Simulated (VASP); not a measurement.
Here is a VASP 6.6.1 calculation.

Contents of INCAR:

```
PREC = Accurate
ENCUT = 520
EDIFF = 1E-8
ISMEAR = -1
SIGMA = 0.03
LREAL = False
LASPH = True
NELM = 100
ALGO = Normal
ISIF = 2
LWAVE = False
LCHARG = False
GGA = PE
LEFG = True
NBANDS = 7
```

Contents of KPOINTS:

```
regular mesh
0
Gamma
  23 23 23
```

The input POSCAR:

```
Be
1.0
   -1.2280585323      1.2280585323      1.2531209513
    1.2280585323     -1.2280585323      1.2531209513
    1.2280585323      1.2280585323     -1.2531209513
Be
1
Direct
    0.0000000000      0.0000000000      0.0000000000
```

Potentials or basis: VASP PAW PBE potentials, release 64 (Be).

Command:

```console
$ cat potpaw_PBE.64/Be/POTCAR > POTCAR
$ mpirun -np 1 vasp_std > vasp.out
```

(1) What does it give for the pressure?

(2) Predict the band gap on the k mesh.

## Answers

(1) 4.6 GPa.

(2) zero (band 1 reaches 11.88 eV, above the bottom of band 2 at 6.99 eV).

Caveat: the cell differs from its parent crystal (equal xx and yy strain of -2 %); without QUAD_EFG the Cq values of the log hold for a quadrupole moment of 1 mb, not for the nuclei.
